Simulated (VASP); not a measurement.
Set up this calculation in VASP 6.6.1, as the native input.

```yaml
Task: single point
Functional: PBEsol
Potentials_or_basis: VASP PAW PBE potentials, release 64 (Sc_sv)
Cutoff: 520 eV
k_mesh: 14 × 14 × 14
Occupations: fermi-dirac, width 0.08 eV
Spin: no spin polarisation
Dipole_correction: no
Further_INCAR_settings: ALGO = Normal; EDIFF = 1e-06; NBANDS = 12
```

The structure of Sc lies in POSCAR:

```
Sc
1.0
    0.0000000000      2.1993147812      2.1993147812
    2.1993147812      0.0000000000      2.1993147812
    2.1993147812      2.1993147812      0.0000000000
Sc
1
Direct
    0.0000000000      0.0000000000      0.0000000000
```

This cell differs from its parent crystal: volume scaled by 0.9.

One way to write it, as run:

INCAR

```
PREC = Accurate ; ENCUT = 520
EDIFF = 1E-6 ; ISMEAR = -1
SIGMA = 0.08 ; LREAL = F
LASPH = T ; NELM = 60
ALGO = Normal ; ISIF = 2
LWAVE = F ; LCHARG = F
GGA = PS ; NBANDS = 12
```

KPOINTS

```
Automatic mesh
0
Gamma
  14 14 14
```

Potentials or basis: VASP PAW PBE potentials, release 64 (Sc_sv).

Launch:

```bash
$ cat potpaw_PBE.64/Sc_sv/POTCAR > POTCAR
$ mpirun -np 1 vasp_std > vasp.out
```

Results of the run:

* Pressure: 6.7 GPa

Caveat: the PAW data sets were made with another functional, which shifts forces and pressure a little.

It took 21 s on 1 thread of Intel Xeon 8259CL, with other jobs on the host, peak memory 0.15 GiB.
